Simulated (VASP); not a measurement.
Write the native input for VASP 6.6.1 that does the following.

* Task: relaxation of cell and atoms
* Functional: PBE
* Potentials or basis: VASP PAW PBE potentials, release 64 (Tl_d, W_sv)
* Cutoff: 600 eV
* k mesh: 6 × 6 × 6
* Occupations: gaussian, width 0.1 eV
* Spin: no spin polarisation
* Dipole correction: no
* Further INCAR settings: ALGO = Fast; EDIFF = 1e-07; IBRION = 2; EDIFFG = -0.04; NSW = 90; ISIF = 3

The structure of TlW lies in POSCAR:

```
TlW
1.0
    3.5911769037      0.0000000000      0.0000000000
    0.0000000000      3.5911769037      0.0000000000
    0.0000000000      0.0000000000      3.5911769037
Tl W
1 1
Direct
    0.0000000000      0.0000000000      0.0000000000
    0.5000000000      0.5000000000      0.5000000000
```

One way to write it, as run:

INCAR

```
SYSTEM = TlW
ALGO = Fast
EDIFF = 1E-7
EDIFFG = -0.04
ENCUT = 600
GGA = PE
IBRION = 2
ISIF = 3
ISMEAR = 0
LASPH = .True.
LCHARG = .False.
LREAL = .False.
LWAVE = .False.
NELM = 80
NSW = 90
PREC = Accurate
SIGMA = 0.1
```

KPOINTS

```
k-points
0
Gamma
  6 6 6
  0 0 0
```

Potentials or basis: VASP PAW PBE potentials, release 64 (Tl_d, W_sv).

Launch:

```console
$ cat potpaw_PBE.64/Tl_d/POTCAR potpaw_PBE.64/W_sv/POTCAR > POTCAR
$ mpirun -np 1 vasp_std > vasp.out
```

Results of the run:

```yaml
Relaxed_volume: 19.06 Å³/atom
Relaxed_cell: a = 3.365 Å, b = 3.365 Å, c = 3.365 Å, α = 90.00°, β = 90.00°, γ = 90.00°
Space_group_after_relaxing_to_0.05_Å: Pm-3m (No. 221)
Energy_gained_by_relaxing: 282.5 meV/atom
Ionic_steps: 5
Pressure_after_relaxing: 0.2 GPa
```

Caveat: the volume moved by over 15 % at a fixed basis, so the end points are rough.

Run time: 63 s on 1 thread of Intel(R) Xeon(R) Platinum 8488C (Sapphire Rapids), on a shared host, peak memory 0.19 GiB.
